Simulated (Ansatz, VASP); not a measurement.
Au in VASP and in Ansatz

```
Au
1.0
    -1.64615    1.64615    1.64615
     1.64615   -1.64615    1.64615
     1.64615    1.64615   -1.64615
Au
1
Direct
  0.00000 0.00000 0.00000
```

Alike in both runs: task single point; functional r2SCAN; k mesh 11 × 11 × 11; occupations fermi-dirac, width 0.05 eV; no spin polarisation.

```csv
,VASP,Ansatz
version,VASP 6.6.1,Ansatz 0.2.0
potentials or method,"VASP PAW PBE potentials, release 64 (Au)",Ansatz PAW
plane-wave cutoff (eV),520,500
valence electrons in the cell,11,19
```

```csv
,VASP,Ansatz,Ansatz less VASP
gap on the k mesh at the Fermi level (eV),none,none,-
pressure (GPa),-1.2,-1.5,-0.25
```

VASP's potentials were made for PBE, not for r2SCAN. A gap of «none» marks a metal or a gap that the smearing closes. With one functional, cell and mesh, what is left measures potentials, basis and numerics. VASP's potentials hold 11 valence electrons a cell and Ansatz's 19, so a difference there can come from the potentials and not from the codes.

Neither program's run includes spin-orbit coupling.
